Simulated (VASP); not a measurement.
## MgO (lda.b): single point with LDA

**Experimental background.**

“Electronic structure of alkaline earth and post-transition metal oxides”, 2009, arxiv:0908.1581 quotes, for a bulk crystal of MgO: band gap 7.83 eV.

The system is MgO (lda.b).

```
Mg O
1.0
     0.00000    2.07961    2.07961
     2.07961    0.00000    2.07961
     2.07961    2.07961    0.00000
Mg O
1 1
Cartesian
  0.0000 0.0000 0.0000
  2.0796 2.0796 2.0796
```

* Program: VASP 6.6.1
* Task: single point
* Functional: LDA
* Potentials or basis: VASP PAW LDA potentials, release 64 (Mg, O)
* Cutoff: 600 eV
* k mesh: 10 × 10 × 10
* Occupations: gaussian, width 0.02 eV
* Spin: no spin polarisation

```yaml
Pressure: -2.0 GPa
Band_gap_on_the_k_mesh: 5.04 eV, direct
```

Levels at points of the mesh, in eV from the valence-band top:
| k point | band 2 | band 3 | band 4 | band 5 | band 6 | band 7 |
| --- | --- | --- | --- | --- | --- | --- |
| (0.00, 0.00, 0.00) | 0.00 | 0.00 | 0.00 | 5.04 | 15.73 | 15.73 |
| (0.50, 0.00, 0.00) | -4.87 | -0.71 | -0.71 | 7.97 | 12.83 | 16.39 |
| (0.50, 0.50, 0.00) | -4.31 | -1.43 | -1.43 | 8.93 | 10.12 | 13.29 |

Wall time 5.5 s on 1 thread of Intel(R) Xeon(R) Platinum 8375C CPU @ 2.90GHz (Ice Lake) (shared host), peak memory 0.13 GiB.

Against the measured gap of MgO, 7.83 eV (quoted in “Electronic structure of alkaline earth and post-transition metal oxides”, 2009, arxiv:0908.1581), the calculated 5.04 eV is off by -2.79 eV. The value is that of LDA, without temperature or zero-point motion. Semilocal functionals fall short of measured gaps as a rule.
